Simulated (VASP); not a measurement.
A run of VASP 6.6.1 is set up as follows.

INCAR

```
PREC = Accurate ; ENCUT = 520
EDIFF = 1E-6 ; ISMEAR = -1
SIGMA = 0.005 ; LREAL = False
LASPH = True ; NELM = 100
ALGO = Normal ; ISIF = 2
LWAVE = False ; LCHARG = True
GGA = PS ; LELF = True
LVHAR = True ; NBANDS = 22
```

Contents of KPOINTS:

```
regular mesh
0
Gamma
  7 7 3
```

POSCAR

```
F
1.0
    2.5563224246     -1.5840272486      0.0000000000
    2.5563224246      1.5840272486      0.0000000000
   -0.5621106040      0.0000000000      6.5977088989
F
4
Direct
    0.9301690000      0.5965080000      0.1028400000
    0.3970410000      0.0951220000      0.4083160000
    0.1002290000      0.3932650000      0.9046980000
    0.5966170000      0.9034250000      0.5913970000
```

Potentials or basis: VASP PAW PBE potentials, release 64 (F).

The run is started by

```console
$ cat potpaw_PBE.64/F/POTCAR > POTCAR
$ mpirun -np 1 vasp_std > vasp.out
```

Q: What does it give for the pressure?

A: 2.9 GPa.

Q: Estimate the largest force.

A: 2.315 eV/Å.

Forces on the atoms (eV/Å):
```
F    0.004 -0.235 -0.574
F    0.131  0.963 -2.073
F   -0.006  0.245  0.551
F   -0.128 -0.974  2.096
```

Caveat: the PAW data sets were made with another functional, which shifts forces and pressure a little.
